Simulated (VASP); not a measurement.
Ir, 1 atom in the cell. It takes space group Im-3m (No. 229, cubic). The conventional cell has a = 3.070 Å, b = 3.070 Å, c = 3.070 Å, α = 90.00°, β = 90.00°, γ = 90.00°. Within 3.5 Å of Ir (site symmetry m-3m) lie 14 Ir at 2.66 to 3.07 Å.  This cell differs from its parent crystal: volume scaled by 0.96.

```yaml
Program: VASP 6.6.1
Task: single point
Functional: PBE
Potentials_or_basis: VASP PAW PBE potentials, release 64 (Ir)
Cutoff: 520 eV
k_mesh: 23 × 23 × 23
Occupations: fermi-dirac, width 0.05 eV
Spin: collinear spin, ferromagnetic start
Starting_moments: "[0.503] μB"
Dipole_correction: no
Further_INCAR_settings: ALGO = Normal; EDIFF = 1e-06; NBANDS = 14
```

Potentials or basis: VASP PAW PBE potentials, release 64 (Ir).

Run with:

```sh
$ cat potpaw_PBE.64/Ir/POTCAR > POTCAR
$ mpirun -np 1 vasp_std > vasp.out
```

Hardware: 1 thread of Intel(R) Xeon(R) 6975P-C (Granite Rapids), on a shared host.

Problem. How long does it take, and how much memory?

Solution. Wall time 55 s on 1 thread of Intel(R) Xeon(R) 6975P-C (Granite Rapids) (shared host), peak memory 0.22 GiB. Counts: scf iterations 13, k points 364.
